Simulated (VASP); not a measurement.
# CoW3 (Pm-3m) in VASP: a series of runs, part 2 of 2

VASP 6.6.1.

## (4) Single point, PBEsol, collinear spin, ferromagnetic start

File INCAR:

```
SYSTEM = CoW3
ALGO = Normal
EDIFF = 1E-6
ENCUT = 600
GGA = PS
GGA_COMPAT = .FALSE.
ISIF = 2
ISMEAR = -1
ISPIN = 2
LASPH = .TRUE.
LCHARG = .FALSE.
LMAXMIX = 4
LORBIT = 11
LREAL = .FALSE.
LWAVE = .FALSE.
MAGMOM = 0 0 0 0.5
NBANDS = 38
NELM = 200
NUPDOWN = 0.5
PREC = Accurate
SIGMA = 0.05
```

File KPOINTS:

```
k-points
0
G
  6 6 6
  0 0 0
```

File POSCAR:

```
CoW3
1.0
    3.9073510000      0.0000000000      0.0000000000
    0.0000000000      3.9073510000      0.0000000000
    0.0000000000      0.0000000000      3.9073510000
W Co
3 1
Direct
    0.5000000000      0.5000000000      0.0000000000
    0.5000000000      0.0000000000      0.5000000000
    0.0000000000      0.5000000000      0.5000000000
    0.0000000000      0.0000000000      0.0000000000
```

Potentials or basis: VASP PAW PBE potentials, release 64 (W_sv, Co).

Launch:

```bash
> cat potpaw_PBE.64/W_sv/POTCAR potpaw_PBE.64/Co/POTCAR > POTCAR
> mpirun -np 1 vasp_std > vasp.out
```

OUTCAR:

```text
SYSTEM = CoW3
   EDIFF = 1E-6
   ENCUT = 600
   GGA = PS
   ISIF = 2
   ISMEAR = -1
   ISPIN = 2
   LASPH = .TRUE.
   LORBIT = 11
   LREAL = .FALSE.
   NELM = 200
   NUPDOWN = 0.5
   PREC = Accurate

 ion  position               nearest neighbor table
   1  0.500  0.500  0.000-   2 2.76   3 2.76   4 2.76   2 2.76   3 2.76   2 2.76   4 2.76   2 2.76
                             3 2.76   4 2.76   3 2.76   4 2.76
   2  0.500  0.000  0.500-   1 2.76   3 2.76   4 2.76   1 2.76   4 2.76   1 2.76   3 2.76   1 2.76
                             3 2.76   4 2.76   4 2.76   3 2.76
   3  0.000  0.500  0.500-   1 2.76   2 2.76   4 2.76   1 2.76   4 2.76   2 2.76   4 2.76   4 2.76
                             1 2.76   2 2.76   1 2.76   2 2.76
   4  0.000  0.000  0.000-   1 2.76   2 2.76   3 2.76   2 2.76   3 2.76   1 2.76   3 2.76   3 2.76
                             1 2.76   2 2.76   2 2.76   1 2.76

  LATTYP: Found a simple cubic cell.
 ALAT       =     3.9073510000

  Lattice vectors:

 A1 = (   3.9073510000,   0.0000000000,   0.0000000000)
 A2 = (   0.0000000000,   3.9073510000,   0.0000000000)
 A3 = (   0.0000000000,   0.0000000000,   3.9073510000)

Analysis of symmetry for initial positions (statically):
=====================================================================
 Subroutine PRICEL returns:
[... 1802 lines left out ...]
  -------------------------------------------------------------------------------------
  Total       -3.6238260     -3.6238260     -3.6238260      0.0000000      0.0000000     -0.0000000
  in kB      -97.3263953    -97.3263953    -97.3263953      0.0000000      0.0000000     -0.0000000
  external PRESSURE =     -97.3263953 kB  Pullay stress =       0.0000000 kB

 VOLUME and BASIS-vectors are now :
 -----------------------------------------------------------------------------
  energy-cutoff  :      600.00
  volume of cell :       59.66
      direct lattice vectors                 reciprocal lattice vectors
     3.907351000  0.000000000  0.000000000     0.255927865  0.000000000  0.000000000
     0.000000000  3.907351000  0.000000000     0.000000000  0.255927865  0.000000000
     0.000000000  0.000000000  3.907351000     0.000000000  0.000000000  0.255927865

 POSITION                                       TOTAL-FORCE (eV/Angst)
 -----------------------------------------------------------------------------------
      1.95368      1.95368      0.00000         0.000000      0.000000      0.000000
      1.95368      0.00000      1.95368         0.000000      0.000000      0.000000
      0.00000      1.95368      1.95368         0.000000      0.000000      0.000000
      0.00000      0.00000      0.00000         0.000000      0.000000      0.000000
 -----------------------------------------------------------------------------------
    total drift:                                0.000000     -0.000000     -0.000000

  FREE ENERGIE OF THE ION-ELECTRON SYSTEM (eV)
  ---------------------------------------------------
  free  energy   TOTEN  =       -48.0805391395 eV

  energy  without entropy=      -48.0424983560  energy(sigma->0) =      -48.06151875

 total charge

# of ion       s       p       d       tot
------------------------------------------
    1        2.417   6.302   3.361  12.080
    2        2.417   6.302   3.361  12.080
    3        2.417   6.302   3.361  12.080
    4        0.463   0.549   7.274   8.286
--------------------------------------------------
tot          7.715  19.455  17.356  44.526

 magnetization (x)

# of ion       s       p       d       tot
------------------------------------------
    1        0.000  -0.001   0.025   0.024
    2        0.000  -0.001   0.025   0.024
    3        0.000  -0.001   0.025   0.024
    4        0.002   0.009   0.405   0.416
--------------------------------------------------
tot          0.003   0.005   0.480   0.487
```

stdout:

```text
POSCAR found type information on POSCAR W Co
 POSCAR found :  2 types and       4 ions
 scaLAPACK will be used
 -----------------------------------------------------------------------------
|                                                                             |
|                                                                             |
|     You enforced a specific xc type in the INCAR file but a different       |
|     I HOPE YOU KNOW WHAT YOU ARE DOING!                                     |
|                                                                             |
 -----------------------------------------------------------------------------

 LDA part: xc-table for (Slater+PW92), standard interpolation
 POSCAR, INCAR and KPOINTS ok, starting setup
 FFT: planning ... GRIDC
 FFT: planning ... GRID_SOFT
 FFT: planning ... GRID
 WAVECAR not read
 entering main loop
```

It took 2.5 min on 1 thread of Oxide Virtual Turin-like, shared host; peak memory 0.22 GiB.

Results:

- Free energy: -48.0805 eV
- Pressure: -9.7 GPa
- Net moment: 0.50 μB per cell
- Site moments: W +0.02; Co +0.42 μB
- Valence electrons inside the program's atomic spheres: W 12.08; Co 8.29

Caveat: the cell stands under tension; the PAW data sets were made with another functional, which shifts forces and pressure a little; the total moment is fixed, so each spin has its own Fermi level and the state may be an excited one.

## (5) Single point, PBEsol, collinear spin, ferromagnetic start

File INCAR:

```
SYSTEM = CoW3
  PREC = Accurate
  ENCUT = 600
  EDIFF = 1E-6
  ISMEAR = -1
  SIGMA = 0.05
  LREAL = .False.
  LASPH = .True.
  NELM = 200
  ALGO = Normal
  ISIF = 2
  LWAVE = .False.
  LCHARG = .True.
  ISPIN = 2
  MAGMOM = 0 0 0 1
  LORBIT = 11
  NUPDOWN = 1.0
  LMAXMIX = 4
  GGA = PS
  LELF = .True.
  LVHAR = .True.
  NBANDS = 38
  GGA_COMPAT = .False.
```

File KPOINTS:

```
regular mesh
0
Gamma
  6 6 6
  0 0 0
```

POSCAR is that of step 4.

Launch:

```bash
> cat potpaw_PBE.64/W_sv/POTCAR potpaw_PBE.64/Co/POTCAR > POTCAR
> mpirun -np 1 vasp_std > vasp.out
```

Wall time 2.2 min (1 thread of Oxide Virtual Turin-like, shared host); peak memory 0.22 GiB.

It converged, with:

```yaml
Free_energy: -48.0631 eV
Pressure: -9.3 GPa
Net_moment: 1.00 μB per cell
Site_moments: W +0.08; Co +0.71 μB
Valence_electrons_inside_the_program's_atomic_spheres: W 12.08; Co 8.28
```

Caveat: the cell stands under tension; the PAW data sets were made with another functional, which shifts forces and pressure a little; the total moment is fixed, so each spin has its own Fermi level and the state may be an excited one.

## (6) Single point, PBEsol, collinear spin, ferromagnetic start

File INCAR:

```
ALGO = Normal ; EDIFF = 1E-6
ENCUT = 600 ; GGA = PS
GGA_COMPAT = F ; ISIF = 2
ISMEAR = -1 ; ISPIN = 2
LASPH = T ; LCHARG = F
LMAXMIX = 4 ; LORBIT = 11
LREAL = F ; LWAVE = F
MAGMOM = 0 0 0 1.5 ; NBANDS = 38
NELM = 200 ; NUPDOWN = 1.5
PREC = Accurate ; SIGMA = 0.05
```

File KPOINTS:

```
k-points
0
Gamma
  6 6 6
```

POSCAR is that of step 5.

Potentials or basis: VASP PAW PBE potentials, release 64 (W_sv, Co).

Launch:

```bash
> cat potpaw_PBE.64/W_sv/POTCAR potpaw_PBE.64/Co/POTCAR > POTCAR
> mpirun -np 1 vasp_std > vasp.out
```

OUTCAR:

```text
EDIFF = 1E-6
   ENCUT = 600
   GGA = PS
   ISIF = 2
   ISMEAR = -1
   ISPIN = 2
   LASPH = T
   LORBIT = 11
   LREAL = F
   NELM = 200
   NUPDOWN = 1.5
   PREC = Accurate

 ion  position               nearest neighbor table
   1  0.500  0.500  0.000-   2 2.76   3 2.76   4 2.76   2 2.76   3 2.76   2 2.76   4 2.76   2 2.76
                             3 2.76   4 2.76   3 2.76   4 2.76
   2  0.500  0.000  0.500-   1 2.76   3 2.76   4 2.76   1 2.76   4 2.76   1 2.76   3 2.76   1 2.76
                             3 2.76   4 2.76   4 2.76   3 2.76
   3  0.000  0.500  0.500-   1 2.76   2 2.76   4 2.76   1 2.76   4 2.76   2 2.76   4 2.76   4 2.76
                             1 2.76   2 2.76   1 2.76   2 2.76
   4  0.000  0.000  0.000-   1 2.76   2 2.76   3 2.76   2 2.76   3 2.76   1 2.76   3 2.76   3 2.76
                             1 2.76   2 2.76   2 2.76   1 2.76

  LATTYP: Found a simple cubic cell.
 ALAT       =     3.9073510000
[... 1808 lines left out ...]

  FORCE on cell =-STRESS in cart. coord.  units (eV):
  Direction    XX          YY          ZZ          XY          YZ          ZX
  --------------------------------------------------------------------------------------
  -------------------------------------------------------------------------------------
  Total       -3.1208178     -3.1208178     -3.1208178      0.0000000      0.0000000     -0.0000000
  in kB      -83.8169254    -83.8169254    -83.8169254      0.0000000      0.0000000     -0.0000000
  external PRESSURE =     -83.8169254 kB  Pullay stress =       0.0000000 kB

 VOLUME and BASIS-vectors are now :
 -----------------------------------------------------------------------------
  energy-cutoff  :      600.00
  volume of cell :       59.66
      direct lattice vectors                 reciprocal lattice vectors
     3.907351000  0.000000000  0.000000000     0.255927865  0.000000000  0.000000000
     0.000000000  3.907351000  0.000000000     0.000000000  0.255927865  0.000000000
     0.000000000  0.000000000  3.907351000     0.000000000  0.000000000  0.255927865

 POSITION                                       TOTAL-FORCE (eV/Angst)
 -----------------------------------------------------------------------------------
      1.95368      1.95368      0.00000         0.000000      0.000000      0.000000
      1.95368      0.00000      1.95368         0.000000      0.000000      0.000000
      0.00000      1.95368      1.95368         0.000000      0.000000      0.000000
      0.00000      0.00000      0.00000         0.000000      0.000000      0.000000
 -----------------------------------------------------------------------------------
    total drift:                                0.000000     -0.000000     -0.000000

  FREE ENERGIE OF THE ION-ELECTRON SYSTEM (eV)
  ---------------------------------------------------
  free  energy   TOTEN  =       -48.0185338441 eV

  energy  without entropy=      -47.9825456762  energy(sigma->0) =      -48.00053976

 total charge

# of ion       s       p       d       tot
------------------------------------------
    1        2.417   6.304   3.364  12.084
    2        2.417   6.304   3.364  12.084
    3        2.417   6.304   3.364  12.084
    4        0.466   0.549   7.256   8.271
--------------------------------------------------
tot          7.716  19.460  17.348  44.524

 magnetization (x)

# of ion       s       p       d       tot
------------------------------------------
    1        0.001   0.005   0.133   0.139
    2        0.001   0.005   0.133   0.139
    3        0.001   0.005   0.133   0.139
    4        0.003   0.019   0.976   0.999
--------------------------------------------------
tot          0.007   0.034   1.374   1.415
```

stdout:

```text
POSCAR found type information on POSCAR W Co
 POSCAR found :  2 types and       4 ions
 scaLAPACK will be used
 -----------------------------------------------------------------------------
|                                                                             |
|                                                                             |
|     You enforced a specific xc type in the INCAR file but a different       |
|     I HOPE YOU KNOW WHAT YOU ARE DOING!                                     |
|                                                                             |
 -----------------------------------------------------------------------------

 LDA part: xc-table for (Slater+PW92), standard interpolation
 POSCAR, INCAR and KPOINTS ok, starting setup
 FFT: planning ... GRIDC
 FFT: planning ... GRID_SOFT
 FFT: planning ... GRID
 WAVECAR not read
 entering main loop
```

Run time: 1.9 min. Hardware: 1 thread of Oxide Virtual Turin-like, shared host; peak memory 0.22 GiB.

Results:

```yaml
Free_energy: -48.0185 eV
Pressure: -8.4 GPa
Net_moment: 1.50 μB per cell
Site_moments: W +0.14; Co +1.00 μB
Valence_electrons_inside_the_program's_atomic_spheres: W 12.08; Co 8.27
```

Caveat: the cell stands under tension; the PAW data sets were made with another functional, which shifts forces and pressure a little; the total moment is fixed, so each spin has its own Fermi level and the state may be an excited one.

## (7) The runs side by side

```csv
task,spin,fixed moment (μB),cell,cutoff (eV),pressure (GPa),moment (μB)
relaxation of the atoms,"collinear, ferromagnetic start",-,atoms relaxed,520,-10.0,0.35
single point,"collinear, zero start",0.0,as given,600,-9.9,0.00
single point,"collinear, ferromagnetic start",0.5,as given,600,-9.7,0.50
single point,"collinear, ferromagnetic start",1.0,as given,600,-9.3,1.00
single point,"collinear, ferromagnetic start",1.5,as given,600,-8.4,1.50
```

Alike in all rows: level PBEsol; potentials or basis VASP PAW PBE potentials, release 64 (W_sv, Co); k mesh 6 × 6 × 6; smearing fermi-dirac 0.05 eV.

Caveats: the PAW data sets were made with another functional, which shifts forces and pressure a little; the cell stands under tension (at least some runs); the total moment is fixed, so each spin has its own Fermi level and the state may be an excited one (at least some runs); the relaxation stopped at its first step, so nothing moved (at least some runs); the total moment is fixed, so each spin has its own Fermi level (at least some runs).

Absolute energies hang on the potentials; compare differences alone.
